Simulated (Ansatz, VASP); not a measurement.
## One calculation of WS2, two programs

```
CELL_PARAMETERS angstrom
3.18000 0.00000 0.00000
-1.59000 2.75396 0.00000
0.00000 0.00000 12.50000
ATOMIC_POSITIONS crystal
W 0.33333 0.66667 0.25000
W 0.66667 0.33333 0.75000
S 0.33333 0.66667 0.62449
S 0.66667 0.33333 0.12449
S 0.33333 0.66667 0.87551
S 0.66667 0.33333 0.37551
```

Alike in both runs: task electric field gradients; functional LDA; k mesh 11 × 11 × 3; occupations fermi-dirac, width 0.02 eV; collinear spin.

|  | VASP | Ansatz |
| --- | --- | --- |
| version | VASP 6.6.1 | Ansatz 0.2.0 |
| potentials or method | VASP PAW LDA potentials, release 64 (W_sv, S) | plane-wave PAW, scalar-relativistic |
| plane-wave cutoff (eV) | 520 | 420 |
| valence electrons in the cell | 52 | 52 |

|  | VASP | Ansatz | Ansatz less VASP |
| --- | --- | --- | --- |
| gap on the k mesh at the Fermi level (eV) | 0.98 | 0.97 | -0.009 |
| pressure (GPa) | -5.9 | -6.3 | -0.35 |
| traceless stress, the component that is largest in VASP (GPa) | 0.79 | 0.78 | -0.003 |
| rms of the force components (eV/Å) | 0.205 | 0.226 | +0.0213 |
| net moment per atom (μB) | 0.00 | 0.00 | 0.000 |
| size of Vzz on the site where it differs most (V/Å²) | 160.3 | 178.4 | +18.03 |

LDA's correlation is that of Perdew and Zunger in VASP and of Perdew and Wang (1992) in Ansatz. Atom by atom the forces differ by 0.021 eV/Å (rms over components). Ansatz's warnings: seeded moment not kept.

Spin-orbit coupling is off throughout.
